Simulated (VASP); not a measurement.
# KF (Pm-3m) in VASP: settings compared

Aim: see how the results for KF move with the level of theory and the settings. Levels: r2SCAN, PBE. Tasks: single point.

All numbers are computed with VASP 6.6.1; they aren't measurements. Logs are shortened: lines on timing, memory, paths and dates and some standing lists are left out, and cuts for length are marked.

### Step 1. The cell of the first run

It takes space group Pm-3m (No. 221, cubic). The conventional cell has a = 3.114 Å, b = 3.114 Å, c = 3.114 Å, α = 90.00°, β = 90.00°, γ = 90.00°. Within 3.6 Å of K (site symmetry m-3m) lie 8 F at 2.70 Å and 6 K at 3.11 Å. F (site symmetry m-3m) has 8 K at 2.70 Å and 6 F at 3.11 Å within 3.6 Å.

### Step 2. Single point, r2SCAN (volume changed by -6%)

Contents of POSCAR:

```
KF
1.0
    3.1139775464      0.0000000000      0.0000000000
    0.0000000000      3.1139775464      0.0000000000
    0.0000000000      0.0000000000      3.1139775464
K F
1 1
Direct
    0.0000000000      0.0000000000      0.0000000000
    0.5000000000      0.5000000000      0.5000000000
```

Contents of INCAR.step1:

```
SYSTEM = KF
  ALGO = Normal
  EDIFF = 1E-4
  ENCUT = 520
  GGA = PE
  ISMEAR = 0
  LASPH = .TRUE.
  LCHARG = .FALSE.
  LREAL = .FALSE.
  LWAVE = .TRUE.
  NBANDS = 15
  NELM = 100
  PREC = Accurate
  SIGMA = 0.01
```

Contents of INCAR.step2:

```
SYSTEM = KF
  ALGO = Normal
  EDIFF = 1E-7
  ENCUT = 520
  ISIF = 2
  ISMEAR = 0
  ISTART = 1
  LASPH = .TRUE.
  LCHARG = .TRUE.
  LELF = .TRUE.
  LMIXTAU = .TRUE.
  LREAL = .FALSE.
  LVHAR = .TRUE.
  LWAVE = .FALSE.
  METAGGA = R2SCAN
  NBANDS = 15
  NELM = 100
  PREC = Accurate
  SIGMA = 0.01
```

Contents of KPOINTS:

```
k-points
0
G
  6 6 6
  0 0 0
```

Potentials or basis: VASP PAW PBE potentials, release 64 (K_sv, F).

Launch:

```bash
$ cat potpaw_PBE.64/K_sv/POTCAR potpaw_PBE.64/F/POTCAR > POTCAR
$ cp INCAR.step1 INCAR
$ mpirun -np 1 vasp_std > vasp.out
$ cp INCAR.step2 INCAR
$ mpirun -np 1 vasp_std > vasp.out
```

OUTCAR:

```text
SYSTEM = KF
   EDIFF = 1E-7
   ENCUT = 520
   ISIF = 2
   ISMEAR = 0
   ISTART = 1
   LASPH = .TRUE.
   LREAL = .FALSE.
   METAGGA = R2SCAN
   NELM = 100
   PREC = Accurate

 ion  position               nearest neighbor table
   1  0.000  0.000  0.000-   2 2.70   2 2.70   2 2.70   2 2.70   2 2.70   2 2.70   2 2.70   2 2.70

   2  0.500  0.500  0.500-   1 2.70   1 2.70   1 2.70   1 2.70   1 2.70   1 2.70   1 2.70   1 2.70

  LATTYP: Found a simple cubic cell.
 ALAT       =     3.1139775464

  Lattice vectors:

 A1 = (   3.1139775464,   0.0000000000,   0.0000000000)
 A2 = (   0.0000000000,   3.1139775464,   0.0000000000)
 A3 = (   0.0000000000,   0.0000000000,   3.1139775464)

Analysis of symmetry for initial positions (statically):
=====================================================================
 Subroutine PRICEL returns:
 Original cell was already a primitive cell.

 Routine SETGRP: Setting up the symmetry group for a
 simple cubic supercell.

 Subroutine GETGRP returns: Found 48 space group operations
 (whereof 48 operations were pure point group operations)
 out of a pool of 48 trial point group operations.

The static configuration has the point symmetry O_h .

Analysis of symmetry for dynamics (positions and initial velocities):
=====================================================================
 Subroutine PRICEL returns:
 Original cell was already a primitive cell.

 Routine SETGRP: Setting up the symmetry group for a
 simple cubic supercell.

 Subroutine GETGRP returns: Found 48 space group operations
 (whereof 48 operations were pure point group operations)
 out of a pool of 48 trial point group operations.

The dynamic configuration has the point symmetry O_h .

 Subroutine INISYM returns: Found 48 space group operations
 (whereof 48 operations are pure point group operations),
 and found     1 'primitive' translations

----------------------------------------------------------------------------------------

                                     Primitive cell

  volume of cell :      30.1958

  direct lattice vectors                    reciprocal lattice vectors
     3.113977546  0.000000000  0.000000000     0.321132694  0.000000000  0.000000000
     0.000000000  3.113977546  0.000000000     0.000000000  0.321132694  0.000000000
     0.000000000  0.000000000  3.113977546     0.000000000  0.000000000  0.321132694

  length of vectors
     3.113977546  3.113977546  3.113977546     0.321132694  0.321132694  0.321132694

  position of ions in fractional coordinates (direct lattice)
     0.000000000  0.000000000  0.000000000
     0.500000000  0.500000000  0.500000000

  ion indices of the primitive-cell ions
   primitive index   ion index
                 1           1
                 2           2

----------------------------------------------------------------------------------------

 KPOINTS: k-points

Automatic generation of k-mesh.
 Grid dimensions read from file:
 generate k-points for:    6    6    6

 Generating k-lattice:

  Cartesian coordinates                     Fractional coordinates (reciprocal lattice)
     0.053522116  0.000000000  0.000000000     0.166666667  0.000000000  0.000000000
     0.000000000  0.053522116  0.000000000     0.000000000  0.166666667  0.000000000
     0.000000000  0.000000000  0.053522116     0.000000000  0.000000000  0.166666667

  Length of vectors
     0.053522116  0.053522116  0.053522116

  Shift w.r.t. Gamma in fractional coordinates (k-lattice)
     0.000000000  0.000000000  0.000000000

 Subroutine IBZKPT returns following result:
 ===========================================

 Found     20 irreducible k-points:

 Following reciprocal coordinates:
            Coordinates               Weight
  0.000000  0.000000  0.000000      1.000000
  0.166667  0.000000  0.000000      6.000000
  0.333333  0.000000  0.000000      6.000000
  0.500000  0.000000  0.000000      3.000000
  0.166667  0.166667  0.000000     12.000000
  0.333333  0.166667  0.000000     24.000000
[... 12 lines left out ...]
  0.500000  0.500000  0.333333      6.000000
  0.500000  0.500000  0.500000      1.000000
   k-points           NKPTS =     20   k-points in BZ     NKDIM =     20   number of bands    NBANDS=     15
   number of dos      NEDOS =    301   number of ions     NIONS =      2
   total plane-waves  NPLWV =  13824
   dimension x,y,z NGX =    24 NGY =   24 NGZ =   24
   dimension x,y,z NGXF=    48 NGYF=   48 NGZF=   48
   ions per type =               1   1
   NGX,Y,Z   is equivalent  to a cutoff of  12.81, 12.81, 12.81 a.u.
   NGXF,Y,Z  is equivalent  to a cutoff of  25.63, 25.63, 25.63 a.u.
 SYSTEM =  KF
   PREC   = accura    normal or accurate (medium, high low for compatibility)
   ISTART =      1    job   : 0-new  1-cont  2-samecut
   ICHARG =      0    charge: 1-file 2-atom 10-const
   ISPIN  =      1    spin polarized calculation?
   LNONCOLLINEAR =      F non collinear calculations
   LSORBIT =      F    spin-orbit coupling
   LASPH  =      T    aspherical Exc in radial PAW
   ENCUT  =  520.0 eV  38.22 Ry    6.18 a.u.   5.79  5.79  5.79*2*pi/ulx,y,z
   NELM   =    100;   NELMIN=  2; NELMDL=  0     # of ELM steps
   EDIFF  = 0.1E-06   stopping-criterion for ELM
   LREAL  =      F    real-space projection
   EDIFFG = 0.1E-05   stopping-criterion for IOM
   NSW    =      0    number of steps for IOM
   IBRION =     -1    ionic relax: 0-MD 1-quasi-New 2-CG
   NFREE  =      0    steps in history (QN), initial steepest desc. (CG)
   ISIF   =      2    stress and relaxation
   ISYM   =      2    0-nonsym 1-usesym 2-fastsym
   POTIM  = 0.5000    time-step for ionic-motion
   TEBEG  =    0.0;   TEEND  =   0.0 temperature during run
   PSTRESS=    0.0 pullay stress
   NELECT =      16.0000    total number of electrons
   NUPDOWN=      -1.0000    fix difference up-down
   EMIN   =  10.00;   EMAX   =-10.00  energy-range for DOS
   EFERMI =   0.00;   METHOD = LEGACY
   ISMEAR =     0;   SIGMA  =   0.01  broadening in eV -4-tet -1-fermi 0-gaus
   EFERMI_NEDOS =   21; number of points for ismear=-14 and -15
   IALGO  =     38    algorithm
   IMIX   =      4    mixing-type and parameters
     AMIX     =   0.40;   BMIX     =  1.00
     AMIX_MAG =   1.60;   BMIX_MAG =  1.00
  volume/ion in A,a.u.               =      15.10       101.89
  Fermi-wavevector in a.u.,A,eV,Ry     =   1.324746  2.503407 23.877578  1.754952
  Thomas-Fermi vector in A             =   2.454258
   LORBIT       =      0    0 simple, 1 ext, 2 COOP (PROOUT), +10 PAW based schemes
   METAGGA = R2SCAN    functional components
   LHFCALC =     F    Hartree Fock is set to
   AEXX    =    0.0000 exact exchange contribution
   IVDW    =     0    specifies the selected vdW correction
   LEPSILON=     F    determine dielectric tensor
   LRPA    =     F    only Hartree local field effects (RPA)
 non-spin polarized calculation
 Gauss-broadening in eV      SIGMA  =   0.01
  energy-cutoff  :      520.00
  volume of cell :       30.20
 maximum number of plane-waves:       840
 NGX is ok and might be reduce to    24
   NGX = 11   NGY = 11   NGZ = 11

 number of electron      16.0000003 magnetization

 Free energy of the ion-electron system (eV)
  ---------------------------------------------------
  ext. energy  EPLUGINS =         0.00000000
  ---------------------------------------------------
  free energy    TOTEN  =       -14.83876656 eV

  energy without entropy =      -14.83876656  energy(sigma->0) =      -14.83876656

 E-fermi :  -2.0503     XC(G=0): -10.2427

 val. band max:       -2.1256764140   @ k =   0.5000   0.5000   0.0000
 cond. band min:       6.1348682070   @ k =   0.0000   0.0000   0.0000
 fundamental gap:      8.2605446210
 Fermi energy:        -2.0503112631

 k-point     1 :       0.0000    0.0000    0.0000
  band No.  band energies     occupation
      1     -29.8681      2.00000
      2     -22.2708      2.00000
      3     -11.9357      2.00000
      4     -11.9357      2.00000
      5     -11.9357      2.00000
      6      -2.1403      2.00000
      7      -2.1403      2.00000
      8      -2.1403      2.00000
      9       6.1349      0.00000
     10       7.0322      0.00000
     11       7.0322      0.00000
     12      13.4983      0.00000
     13      13.4983      0.00000
     14      13.4983      0.00000
     15      22.2333      0.00000

 k-point     2 :       0.1667    0.0000    0.0000
  band No.  band energies     occupation
      1     -29.8161      2.00000
      2     -22.2913      2.00000
      3     -12.1758      2.00000
      4     -11.8942      2.00000
      5     -11.8942      2.00000
      6      -2.5293      2.00000
      7      -2.1851      2.00000
      8      -2.1851      2.00000
      9       6.8999      0.00000
     10       7.2711      0.00000
     11       7.8471      0.00000
     12      13.0205      0.00000
     13      13.0205      0.00000
     14      13.5948      0.00000
     15      20.1054      0.00000

 k-point     3 :       0.3333    0.0000    0.0000
  band No.  band energies     occupation
      1     -29.7090      2.00000
      2     -22.3380      2.00000
      3     -12.6169      2.00000
      4     -11.8093      2.00000
      5     -11.8093      2.00000
      6      -3.2061      2.00000
      7      -2.2791      2.00000
      8      -2.2791      2.00000
      9       7.8323      0.00000
     10       8.3199      0.00000
     11       9.9001      0.00000
     12      12.2549      0.00000
     13      12.2549      0.00000
     14      13.7976      0.00000
     15      17.5000      0.00000
[... 271 lines left out ...]
 k-point    19 :       0.5000    0.5000    0.3333
  band No.  band energies     occupation
      1     -29.3776      2.00000
      2     -22.1077      2.00000
      3     -12.7958      2.00000
      4     -12.7958      2.00000
      5     -12.4648      2.00000
      6      -3.2365      2.00000
      7      -3.2365      2.00000
      8      -3.1177      2.00000
      9       9.2544      0.00000
     10      10.0654      0.00000
     11      10.0654      0.00000
     12      12.1122      0.00000
     13      15.4114      0.00000
     14      15.8513      0.00000
     15      15.8513      0.00000

 k-point    20 :       0.5000    0.5000    0.5000
  band No.  band energies     occupation
      1     -29.3392      2.00000
      2     -22.0804      2.00000
      3     -12.7157      2.00000
      4     -12.7157      2.00000
      5     -12.7157      2.00000
      6      -3.4038      2.00000
      7      -3.4038      2.00000
      8      -3.4038      2.00000
      9       9.8228      0.00000
     10       9.8228      0.00000
     11       9.8228      0.00000
     12      15.4597      0.00000
     13      15.4597      0.00000
     14      15.9715      0.00000
     15      15.9715      0.00000

------------------------ aborting loop because EDIFF is reached ----------------------------------------

  FORCE on cell =-STRESS in cart. coord.  units (eV):
  Direction    XX          YY          ZZ          XY          YZ          ZX
  --------------------------------------------------------------------------------------
  -------------------------------------------------------------------------------------
  Total        0.5888288      0.5888288      0.5888288     -0.0000000     -0.0000000      0.0000000
  in kB       31.2430333     31.2430333     31.2430333     -0.0000000     -0.0000000      0.0000000
  external PRESSURE =      31.2430333 kB  Pullay stress =       0.0000000 kB

 VOLUME and BASIS-vectors are now :
 -----------------------------------------------------------------------------
  energy-cutoff  :      520.00
  volume of cell :       30.20
      direct lattice vectors                 reciprocal lattice vectors
     3.113977546  0.000000000  0.000000000     0.321132694  0.000000000  0.000000000
     0.000000000  3.113977546  0.000000000     0.000000000  0.321132694  0.000000000
     0.000000000  0.000000000  3.113977546     0.000000000  0.000000000  0.321132694

 POSITION                                       TOTAL-FORCE (eV/Angst)
 -----------------------------------------------------------------------------------
      0.00000      0.00000      0.00000         0.000000      0.000000      0.000000
      1.55699      1.55699      1.55699         0.000000      0.000000      0.000000
 -----------------------------------------------------------------------------------
    total drift:                                0.000000      0.000000     -0.000000

  FREE ENERGIE OF THE ION-ELECTRON SYSTEM (eV)
  ---------------------------------------------------
  free  energy   TOTEN  =       -14.8387665562 eV

  energy  without entropy=      -14.8387665562  energy(sigma->0) =      -14.83876656
```

Run time: 19 s. Hardware: 1 thread of Intel Xeon 6975P-C, shared host; peak memory 0.15 GiB.

Results:

```yaml
Free_energy: -14.8388 eV
Pressure: 3.1 GPa
Band_gap_on_the_k_mesh: 8.26 eV, indirect (least direct gap 8.28 eV)
```

Caveat: the cell differs from its parent crystal (volume changed by -6%); the PAW data sets were made with another functional, which shifts forces and pressure a little. A k mesh can miss the band edges.

### Step 3. Single point, r2SCAN (volume changed by -3%)

Contents of POSCAR:

```
KF
1.0
    3.1467586664      0.0000000000      0.0000000000
    0.0000000000      3.1467586664      0.0000000000
    0.0000000000      0.0000000000      3.1467586664
K F
1 1
Direct
    0.0000000000      0.0000000000      0.0000000000
    0.5000000000      0.5000000000      0.5000000000
```

Contents of INCAR.step1:

```
  PREC = Accurate
  ENCUT = 520
  ISMEAR = 0
  SIGMA = 0.01
  LREAL = False
  LASPH = True
  NELM = 100
  NBANDS = 15
  GGA = PE
  ALGO = Normal
  EDIFF = 1E-4
  LWAVE = True
  LCHARG = False
```

Contents of INCAR.step2:

```
  PREC = Accurate
  ENCUT = 520
  EDIFF = 1E-6
  ISMEAR = 0
  SIGMA = 0.01
  LREAL = False
  LASPH = True
  NELM = 100
  ALGO = Normal
  ISIF = 2
  LWAVE = False
  LCHARG = True
  METAGGA = R2SCAN
  LMIXTAU = True
  LELF = True
  LVHAR = True
  NBANDS = 15
  ISTART = 1
```

Contents of KPOINTS:

```
Automatic mesh
0
Gamma
  6 6 6
```

Potentials or basis: VASP PAW PBE potentials, release 64 (K_sv, F).

Launch:

```bash
$ cat potpaw_PBE.64/K_sv/POTCAR potpaw_PBE.64/F/POTCAR > POTCAR
$ cp INCAR.step1 INCAR
$ mpirun -np 1 vasp_std > vasp.out
$ cp INCAR.step2 INCAR
$ mpirun -np 1 vasp_std > vasp.out
```

Run time: 20 s. Hardware: 1 thread of Intel Xeon 6975P-C, shared host; peak memory 0.15 GiB.

The run converged. Its results:

```
Free energy            : -14.8539 eV
Pressure               : 1.4 GPa
Band gap on the k mesh : 7.98 eV, indirect (least direct gap 8.01 eV)
```

Levels at points of the mesh, in eV from the valence-band top:
| k point | band 6 | band 7 | band 8 | band 9 | band 10 | band 11 |
| --- | --- | --- | --- | --- | --- | --- |
| (0.00, 0.00, 0.00) | -0.02 | -0.02 | -0.02 | 7.98 | 9.13 | 9.13 |
| (0.50, 0.00, 0.00) | -1.34 | -0.19 | -0.19 | 10.24 | 10.95 | 12.99 |
| (0.50, 0.50, 0.00) | -0.63 | -0.63 | 0.00 | 9.57 | 10.18 | 13.19 |
| (0.50, 0.50, 0.50) | -1.21 | -1.21 | -1.21 | 11.79 | 11.79 | 11.79 |

Caveat: the cell differs from its parent crystal (volume changed by -3%); the PAW data sets were made with another functional, which shifts forces and pressure a little. A k mesh can miss the band edges.

### Step 4. Single point, PBE

This run uses another cell than the first one, of 16.06 Å³/atom, 1.064 times its volume.

Contents of INCAR:

```
SYSTEM = KF
  PREC = Accurate
  ENCUT = 520
  EDIFF = 1E-6
  ISMEAR = 0
  SIGMA = 0.01
  LREAL = .FALSE.
  LASPH = .TRUE.
  NELM = 80
  ALGO = Normal
  ISIF = 2
  LWAVE = .FALSE.
  LCHARG = .FALSE.
  GGA = PE
  NBANDS = 15
```

Contents of KPOINTS:

```
Automatic mesh
0
G
  8 8 8
  0 0 0
```

Contents of POSCAR:

```
KF
1.0
    3.1788706666      0.0000000000      0.0000000000
    0.0000000000      3.1788706666      0.0000000000
    0.0000000000      0.0000000000      3.1788706666
K F
1 1
Direct
    0.0000000000      0.0000000000      0.0000000000
    0.5000000000      0.5000000000      0.5000000000
```

Launch:

```bash
$ cat potpaw_PBE.64/K_sv/POTCAR potpaw_PBE.64/F/POTCAR > POTCAR
$ mpirun -np 1 vasp_std > vasp.out
```

Wall time 8.3 s (1 thread of Intel Xeon 6975P-C, shared host); peak memory 0.14 GiB.

The run converged. Its results:

```
Free energy            : -8.0683 eV
Pressure               : 3.0 GPa
Band gap on the k mesh : 6.80 eV, indirect (least direct gap 6.83 eV)
```

Levels at points of the mesh, in eV from the valence-band top:
```tsv
k point	band 4	band 5	band 6	band 7	band 8	band 9	band 10	band 11	band 12	band 13
(0.00, 0.00, 0.00)	-9.79	-9.79	-0.04	-0.04	-0.04	6.80	8.37	8.37	14.28	14.28
(0.50, 0.00, 0.00)	-9.65	-9.65	-1.33	-0.19	-0.19	9.44	9.85	11.62	12.81	12.81
(0.50, 0.50, 0.00)	-10.72	-9.55	-0.63	-0.63	0.00	8.67	9.24	12.17	12.17	15.12
(0.50, 0.50, 0.50)	-10.47	-10.47	-1.17	-1.17	-1.17	10.78	10.78	10.78	16.07	16.07
```

### Step 5. Single point, r2SCAN

This run uses another cell than the first one, of 16.06 Å³/atom, 1.064 times its volume.

POSCAR is that of step 4.

Contents of INCAR.step1:

```
PREC = Accurate ; ENCUT = 520
ISMEAR = 0 ; SIGMA = 0.01
LREAL = False ; LASPH = True
NELM = 60 ; NBANDS = 15
GGA = PE ; ALGO = Normal
EDIFF = 1E-4 ; LWAVE = True
LCHARG = False
```

Contents of INCAR.step2:

```
PREC = Accurate ; ENCUT = 520
EDIFF = 1E-6 ; ISMEAR = 0
SIGMA = 0.01 ; LREAL = False
LASPH = True ; NELM = 60
ALGO = Normal ; ISIF = 2
LWAVE = False ; LCHARG = False
METAGGA = R2SCAN ; LMIXTAU = True
NBANDS = 15 ; ISTART = 1
```

Contents of KPOINTS:

```
Automatic mesh
0
Gamma
  6 6 6
```

Launch:

```bash
$ cat potpaw_PBE.64/K_sv/POTCAR potpaw_PBE.64/F/POTCAR > POTCAR
$ cp INCAR.step1 INCAR
$ mpirun -np 1 vasp_std > vasp.out
$ cp INCAR.step2 INCAR
$ mpirun -np 1 vasp_std > vasp.out
```

Run time: 29 s. Hardware: 1 thread of Intel Xeon 6975P-C, shared host; peak memory 0.14 GiB.

The run converged. Its results:

- Free energy: -14.8597 eV
- Pressure: 0.0 GPa
- Band gap on the k mesh: 7.73 eV, indirect (least direct gap 7.76 eV)

Levels at points of the mesh, in eV from the valence-band top:
```csv
k point,band 4,band 5,band 6,band 7,band 8,band 9,band 10,band 11,band 12,band 13
"(0.00, 0.00, 0.00)",-10.03,-10.03,-0.03,-0.03,-0.03,7.73,9.10,9.10,15.23,15.23
"(0.50, 0.00, 0.00)",-9.89,-9.89,-1.29,-0.18,-0.18,10.18,10.73,12.64,13.72,13.72
"(0.50, 0.50, 0.00)",-10.96,-9.80,-0.62,-0.62,0.00,9.48,10.06,13.06,13.06,16.29
"(0.50, 0.50, 0.50)",-10.71,-10.71,-1.15,-1.15,-1.15,11.63,11.63,11.63,17.04,17.28
```

Caveat: the PAW data sets were made with another functional, which shifts forces and pressure a little. r2SCAN opens gaps a little over a GGA but as a rule still falls short of measured ones.

### Step 6. The runs side by side

```tsv
level	cell	k mesh	gap on the mesh (eV)	pressure (GPa)
r2SCAN	a = 3.114 Å, 2 atoms	6 × 6 × 6	8.26	3.1
r2SCAN	a = 3.147 Å, 2 atoms	6 × 6 × 6	7.98	1.4
PBE	a = 3.179 Å, 2 atoms	8 × 8 × 8	6.80	3.0
r2SCAN	a = 3.179 Å, 2 atoms	6 × 6 × 6	7.73	0.0
```

Alike in all rows: task single point; potentials or basis VASP PAW PBE potentials, release 64 (K_sv, F); no spin polarisation; cutoff (eV) 520; smearing gaussian 0.01 eV.

Caveats: the PAW data sets were made with another functional, which shifts forces and pressure a little (some runs).

Total energies depend on the potentials used, so only differences within one code and one set of settings carry meaning.
